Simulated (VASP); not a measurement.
Here is a VASP 6.6.1 calculation.

Contents of INCAR:

```
SYSTEM = Si3Bi2Te2
PREC = Accurate
ENCUT = 500
EDIFF = 1E-6
ISMEAR = 0
SIGMA = 0.2
LREAL = .False.
LASPH = .True.
NELM = 120
ALGO = Normal
ISIF = 2
LWAVE = .False.
LCHARG = .True.
GGA = PE
LELF = .True.
LVHAR = .True.
NBANDS = 36
GGA_COMPAT = .False.
```

KPOINTS

```
Automatic mesh
0
Gamma
  3 3 3
  0 0 0
```

Contents of POSCAR:

```
Si3Bi2Te2
1.0
    5.7321054081      0.0000000000      0.0000000000
    0.0000000000      5.7321054081      0.0000000000
    0.0000000000      0.0000000000      5.8491000129
Si Bi Te
3 2 2
Direct
    0.5000000000      0.5000000000      0.5000000000
    0.0000000000      0.5000000000      0.5096438639
    0.5000000000      0.0000000000      0.4903561361
    0.0000000000      0.5000000000      0.0132922403
    0.5000000000      0.0000000000      0.9867077597
    0.0000000000      0.0000000000      0.5000000000
    0.5000000000      0.5000000000      0.0000000000
```

Potentials or basis: VASP PAW PBE potentials, release 64 (Si, Bi_d, Te).

Run with:

```sh
$ cat potpaw_PBE.64/Si/POTCAR potpaw_PBE.64/Bi_d/POTCAR potpaw_PBE.64/Te/POTCAR > POTCAR
$ mpirun -np 1 vasp_std > vasp.out
```

Question: Predict the pressure.

Answer: 0.2 GPa.

Question: What does it give for the largest force?

Answer: 0.013 eV/Å.

Question: What does it give for the band gap on the k mesh?

Answer: Zero (bands 27 and 28 overlap by 0.17 eV).

Stress tensor (GPa, compression positive):
```
0.21 0.00 0.00
0.00 0.21 0.00
0.00 0.00 0.09
```

Caveat: the k points lie up to 0.37 Å⁻¹ apart; spin-orbit coupling is left out, which moves the levels of the heavy elements.
